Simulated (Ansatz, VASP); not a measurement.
# Two plane-wave programs on CsPbCl3

Contents of INCAR:

```
PREC = Accurate
ENCUT = 520
EDIFF = 1E-7
ISMEAR = -1
SIGMA = 0.05
LREAL = F
LASPH = T
NELM = 80
ALGO = Normal
ISIF = 2
LWAVE = F
LCHARG = T
GGA = PE
LELF = T
LVHAR = T
NBANDS = 30
```

KPOINTS

```
Automatic mesh
0
Gamma
  5 5 5
```

Contents of POSCAR:

```
CsPbCl3
1.0
    5.6787584584      0.0000000000      0.0000000000
    0.0000000000      5.6787584584      0.0000000000
    0.0000000000      0.0000000000      5.6787584584
Pb Cs Cl
1 1 3
Direct
    0.5000000000      0.5000000000      0.5000000000
    0.0000000000      0.0000000000      0.0000000000
    0.5000000000      0.0000000000      0.5000000000
    0.0000000000      0.5000000000      0.5000000000
    0.5000000000      0.5000000000      0.0000000000
```

The input input.yaml:

```yaml
crystal:
  lattice:
    - [5.6787584584, 0.0, 0.0]
    - [0.0, 5.6787584584, 0.0]
    - [0.0, 0.0, 5.6787584584]
  atoms:
    - { symbol: Pb, position: [0.5, 0.5, 0.5] }
    - { symbol: Cs, position: [0.0, 0.0, 0.0] }
    - { symbol: Cl, position: [0.5, 0.0, 0.5] }
    - { symbol: Cl, position: [0.0, 0.5, 0.5] }
    - { symbol: Cl, position: [0.5, 0.5, 0.0] }
hamiltonian:
  xc: pbe
  pseudopotentials: { kind: paw }
kpoints:
  mp_grid: { grid: [5, 5, 5] }
scf:
  occupations: { method: fermi_dirac, width: 0.05 }
output:
  forces: true
  stress: true
  eigenvalues: true
  write_density: true
  write_potential: true
  elf: true
  volumetric_format: npy
```

Alike in both runs: task single point; functional PBE; k mesh 5 × 5 × 5; occupations fermi-dirac, width 0.05 eV; no spin polarisation.

|  | VASP | Ansatz |
| --- | --- | --- |
| version | VASP 6.6.1 | Ansatz 0.2.0 |
| potentials or method | VASP PAW PBE potentials, release 64 (Pb_d, Cs_sv, Cl) | Ansatz PAW |
| plane-wave cutoff (eV) | 520 | 420 |
| valence electrons in the cell | 44 | 44 |

Ansatz gave:

- gap on the k mesh at the Fermi level (eV): 3.04
- least direct gap on the mesh (eV): 3.04
- pressure (GPa): 0.7

Which values does VASP return?

gap on the k mesh at the Fermi level (eV): 3.05; least direct gap on the mesh (eV): 3.05; pressure (GPa): 0.6.

The functional is the same, so the differences come from potentials, cutoffs and numerics.

Spin-orbit coupling is off throughout. Noted on Ansatz's run: odd divisions of the mesh miss points on the zone boundary, where band edges often lie, so the gap on the mesh can be too wide.
